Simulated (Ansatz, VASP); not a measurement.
# Two plane-wave programs on SiC

File INCAR:

```
SYSTEM = SiC
ALGO     = Normal         ! electronic algorithm
EDIFF    = 1E-6           ! SCF threshold, eV
EDIFFG   = -0.01          ! ionic threshold
ENCUT    = 600            ! plane-wave cutoff, eV
GGA      = CA             ! functional
IBRION   = 2              ! ionic algorithm
ISIF     = 3              ! what is computed and relaxed
ISMEAR   = -1             ! smearing method
LASPH    = .TRUE.         ! aspherical terms in the spheres
LCHARG   = .FALSE.        ! write CHGCAR
LREAL    = .FALSE.        ! projectors in reciprocal space
LWAVE    = .FALSE.        ! write WAVECAR
NELM     = 100            ! most SCF steps
NSW      = 60             ! ionic steps
PREC     = Accurate       ! precision mode
SIGMA    = 0.05           ! smearing width, eV
```

Contents of KPOINTS:

```
k-points
0
G
  10 10 3
  0 0 0
```

The input POSCAR:

```
SiC
1.0
    3.0756941497      0.0000000000      0.0000000000
   -1.5378470748      2.6636292679      0.0000000000
    0.0000000000      0.0000000000     10.0706464800
Si C
4 4
Direct
    0.0000000000      0.0000000000      0.1878943800
    0.0000000000      0.0000000000      0.6878943800
    0.3333333333      0.6666666667      0.4378419800
    0.6666666667      0.3333333333      0.9378419800
    0.0000000000      0.0000000000      0.0004600500
    0.0000000000      0.0000000000      0.5004600500
    0.3333333333      0.6666666667      0.2498025900
    0.6666666667      0.3333333333      0.7498025900
```

input.yaml

```yaml
crystal:
  lattice:
    - [3.0756941497, 0.0, 0.0]
    - [-1.5378470748, 2.6636292679, 0.0]
    - [0.0, 0.0, 10.07064648]
  atoms:
    - { symbol: Si, position: [0.0, 0.0, 0.18789438] }
    - { symbol: Si, position: [0.0, 0.0, 0.68789438] }
    - { symbol: Si, position: [0.3333333333, 0.6666666667, 0.43784198] }
    - { symbol: Si, position: [0.6666666667, 0.3333333333, 0.93784198] }
    - { symbol: C, position: [0.0, 0.0, 0.00046005] }
    - { symbol: C, position: [0.0, 0.0, 0.50046005] }
    - { symbol: C, position: [0.3333333333, 0.6666666667, 0.24980259] }
    - { symbol: C, position: [0.6666666667, 0.3333333333, 0.74980259] }
hamiltonian:
  xc: lda
  pseudopotentials: { kind: paw }
kpoints:
  mp_grid: { grid: [10, 10, 3] }
scf:
  occupations: { method: fermi_dirac, width: 0.05 }
output:
  forces: true
  stress: true
  write_density: true
  write_potential: true
  elf: true
  volumetric_format: npy
relax:
  f_tol: 0.01
  max_steps: 40
  cell: { stress_tol: 0.05 }
```

Alike in both runs: task relaxation of cell and atoms; functional LDA; k mesh 10 × 10 × 3; occupations fermi-dirac, width 0.05 eV; no spin polarisation.

|  | VASP | Ansatz |
| --- | --- | --- |
| version | VASP 6.6.1 | Ansatz 0.2.0 |
| potentials or method | VASP PAW LDA potentials, release 64 (Si, C) | Ansatz PAW |
| plane-wave cutoff (eV) | 600 | 420 |
| valence electrons in the cell | 32 | 32 |

```csv
,VASP,Ansatz,Ansatz less VASP
"gap on the k mesh at the Fermi level, each at its own relaxed structure (eV)",2.17,2.18,+0.011
relaxed volume (Å³/atom),10.15,10.14,-0.011
relaxed length of the cell vector where the two differ most in proportion (Å),10.017,10.012,-0.0046
```

LDA's correlation is that of Perdew and Zunger in VASP and of Perdew and Wang (1992) in Ansatz.

Noted on Ansatz's run: odd divisions of the mesh miss points on the zone boundary, where band edges often lie, so the gap on the mesh can be too wide; the plane-wave basis is chosen anew once the cell has moved, so the energies of steps on either side of that aren't comparable.
